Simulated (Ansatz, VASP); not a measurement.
Sn: VASP beside Ansatz

```xyz
2
Lattice="-2.9643 2.9643 1.6163 2.9643 -2.9643 1.6163 2.9643 2.9643 -1.6163" Properties=species:S:1:pos:R:3 pbc="T T T"
Sn    0.0000    2.9643    0.8082
Sn    0.0000    0.0000    0.0000
```

Alike in both runs: functional PBE; k mesh 14 × 14 × 14; occupations gaussian, width 0.1 eV; no spin polarisation.

Ansatz relaxed the structure, and its values are those at the end. VASP's run is a single point on that final structure, the one shown.

|  | VASP | Ansatz |
| --- | --- | --- |
| version | VASP 6.6.1 | Ansatz 0.2.0 |
| potentials or method | VASP PAW PBE potentials, release 64 (Sn_d), cutoff 520 eV | scalar-relativistic, plane waves, PAW |
| valence electrons in the cell | 28 | 28 |

Ansatz gave:

```
gap on the k mesh at the Fermi level (eV) : none
pressure (GPa)                            : 0.0
```

Question: Estimate VASP's values.

Answer: gap on the k mesh at the Fermi level (eV): none; pressure (GPa): -0.1.

A gap of «none» marks a metal or a gap that the smearing closes. With one functional, cell and mesh, what is left measures potentials, basis and numerics.
